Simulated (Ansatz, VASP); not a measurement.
# PPb2 in VASP and in Ansatz

INCAR

```
  PREC = Accurate
  ENCUT = 600
  EDIFF = 1E-7
  ISMEAR = 0
  SIGMA = 0.1
  LREAL = False
  LASPH = True
  NELM = 60
  ALGO = Normal
  ISIF = 3
  LWAVE = False
  LCHARG = False
  GGA = PE
  IBRION = 2
  NSW = 100
  EDIFFG = -0.01
```

The input KPOINTS:

```
Automatic mesh
0
Gamma
  12 12 12
```

POSCAR

```
PPb2
1.0
    0.0000000000      3.5560671097      3.5560671097
    3.5560671097      0.0000000000      3.5560671097
    3.5560671097      3.5560671097      0.0000000000
P Pb
1 2
Direct
    0.0000000000      0.0000000000      0.0000000000
    0.2500000000      0.2500000000      0.2500000000
    0.7500000000      0.7500000000      0.7500000000
```

Input for Ansatz:

```yaml
crystal:
  lattice:
    - [0.0, 3.5560671097, 3.5560671097]
    - [3.5560671097, 0.0, 3.5560671097]
    - [3.5560671097, 3.5560671097, 0.0]
  atoms:
    - { symbol: P, position: [0.0, 0.0, 0.0] }
    - { symbol: Pb, position: [0.25, 0.25, 0.25] }
    - { symbol: Pb, position: [0.75, 0.75, 0.75] }
basis:
  ecutwfc: 420
kpoints:
  mp_grid: { grid: [12, 12, 12] }
hamiltonian:
  xc: pbe
scf:
  occupations: { method: gaussian, width: 0.1 }
output:
  forces: true
  stress: true
  eigenvalues: true
relax:
  adjacent_minimum: "off"
  f_tol: 0.01
  max_steps: 80
  cell: { stress_tol: 0.05 }
```

Alike in both runs: task relaxation of cell and atoms; functional PBE; k mesh 12 × 12 × 12; occupations gaussian, width 0.1 eV; no spin polarisation.

|  | VASP | Ansatz |
| --- | --- | --- |
| version | VASP 6.6.1 | Ansatz 0.2.0 |
| potentials or method | VASP PAW PBE potentials, release 64 (P, Pb_d), cutoff 600 eV | scalar-relativistic, plane waves, PAW |
| valence electrons in the cell | 33 | 33 |

```tsv
	VASP	Ansatz	Ansatz less VASP
gap on the k mesh at the Fermi level, each at its own relaxed structure (eV)	none	none	-
relaxed volume (Å³/atom)	30.13	30.14	+0.009
relaxed cell length with the largest relative difference (Å)	5.038	5.038	+0.0005
```

A gap of «none» marks a metal or a gap that the smearing closes.

Spin-orbit coupling is off throughout.
